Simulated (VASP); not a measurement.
Input of a VASP 6.6.1 run:

INCAR

```
SYSTEM = Mo
ALGO     = Normal         ! electronic algorithm
DIPOL    = 0.5 0.5 0.500
EDIFF    = 1E-6           ! SCF threshold, eV
ENCUT    = 520            ! plane-wave cutoff, eV
IDIPOL   = 3            
ISIF     = 2              ! what is computed and relaxed
ISMEAR   = -1             ! smearing method
LASPH    = .TRUE.         ! aspherical terms in the spheres
LCHARG   = .TRUE.         ! write CHGCAR
LDIPOL   = .TRUE.       
LELF     = .TRUE.         ! ELF
LREAL    = .FALSE.        ! projectors in reciprocal space
LVACPOTAV= .TRUE.       
LVHAR    = .TRUE.       
LWAVE    = .FALSE.        ! write WAVECAR
NBANDS   = 43             ! bands
NELM     = 60             ! most SCF steps
PREC     = Accurate       ! precision mode
SIGMA    = 0.1            ! smearing width, eV
```

The input KPOINTS:

```
k-points
0
G
  9 9 1
  0 0 0
```

Contents of POSCAR:

```
Mo
1.0
    4.4006566667      0.0000000000      0.0000000000
   -2.2003283334      3.8110804667      0.0000000000
    0.0000000000      0.0000000000     19.5931000000
Mo
5
Direct
    0.8333333330      0.1666666670      0.4083064671
    0.1666666670      0.8333333330      0.4541532334
    0.5000000000      0.5000000000      0.5000000000
    0.8333333330      0.1666666670      0.5458467666
    0.1666666670      0.8333333330      0.5916935329
```

Potentials or basis: VASP PAW LDA potentials, release 64 (Mo_sv).

Run with:

```sh
$ cat potpaw_LDA.64/Mo_sv/POTCAR > POTCAR
$ mpirun -np 1 vasp_std > vasp.out
```

Problem. Predict the largest force.

Solution. 2.876 eV/Å.

Problem. Estimate the band gap on the k mesh.

Solution. Zero (band 35 reaches -0.08 eV, above the bottom of band 36 at -0.10 eV).

Forces on the atoms (eV/Å):
```
Mo   0.000  0.000  2.876
Mo   0.000  0.000  0.776
Mo   0.000  0.000  0.000
Mo   0.000  0.000 -0.776
Mo   0.000  0.000 -2.876
```
